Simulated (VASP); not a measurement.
Wanted: the native input for a VASP 6.6.1 run.

| Property | Result |
| --- | --- |
| Task | single point |
| Functional | r2SCAN |
| Potentials or basis | VASP PAW PBE potentials, release 64 (V_sv, H) |
| Cutoff | 520 eV |
| k mesh | 16 × 16 × 16 |
| Occupations | gaussian, width 0.1 eV |
| Spin | no spin polarisation |
| Dipole correction | no |
| Further INCAR settings | ALGO = Normal; EDIFF = 1e-07; NBANDS = 14 |

VH2:

```
V H
1.0
     0.00000    2.06615    2.06615
     2.06615    0.00000    2.06615
     2.06615    2.06615    0.00000
V H
1 2
Cartesian
  0.0000 0.0000 0.0000
  1.0331 1.0331 1.0331
  3.0992 3.0992 3.0992
```

One way to write it, as run:

POSCAR

```
VH2
1.0
    0.0000000000      2.0661514445      2.0661514445
    2.0661514445      0.0000000000      2.0661514445
    2.0661514445      2.0661514445      0.0000000000
V H
1 2
Direct
    0.0000000000      0.0000000000      0.0000000000
    0.2500000000      0.2500000000      0.2500000000
    0.7500000000      0.7500000000      0.7500000000
```

INCAR.step1

```
SYSTEM = VH2
ALGO = Normal
EDIFF = 1E-4
ENCUT = 520
GGA = PE
ISMEAR = 0
LASPH = .TRUE.
LCHARG = .FALSE.
LREAL = .FALSE.
LWAVE = .TRUE.
NBANDS = 14
NELM = 100
PREC = Accurate
SIGMA = 0.1
```

INCAR.step2

```
SYSTEM = VH2
ALGO = Normal
EDIFF = 1E-7
ENCUT = 520
ISIF = 2
ISMEAR = 0
ISTART = 1
LASPH = .TRUE.
LCHARG = .TRUE.
LELF = .TRUE.
LMIXTAU = .TRUE.
LREAL = .FALSE.
LVHAR = .TRUE.
LWAVE = .FALSE.
METAGGA = R2SCAN
NBANDS = 14
NELM = 100
PREC = Accurate
SIGMA = 0.1
```

KPOINTS

```
k-points
0
G
  16 16 16
  0 0 0
```

Potentials or basis: VASP PAW PBE potentials, release 64 (V_sv, H).

Launch:

```console
$ cat potpaw_PBE.64/V_sv/POTCAR potpaw_PBE.64/H/POTCAR > POTCAR
$ cp INCAR.step1 INCAR
$ mpirun -np 1 vasp_std > vasp.out
$ cp INCAR.step2 INCAR
$ mpirun -np 1 vasp_std > vasp.out
```

It gave:

```yaml
Pressure: 8.5 GPa
Band_gap_on_the_k_mesh: zero (an odd number of electrons rules out a gap without spin polarisation)
```

Caveat: the cell stands under pressure; the PAW data sets were made with another functional, which shifts forces and pressure a little; an odd number of electrons without spin polarisation forces a metal; a magnetic or distorted state may lie lower.

Run time: 38 s on 1 thread of Intel(R) Xeon(R) 6975P-C (Granite Rapids) (shared host), peak memory 0.17 GiB.
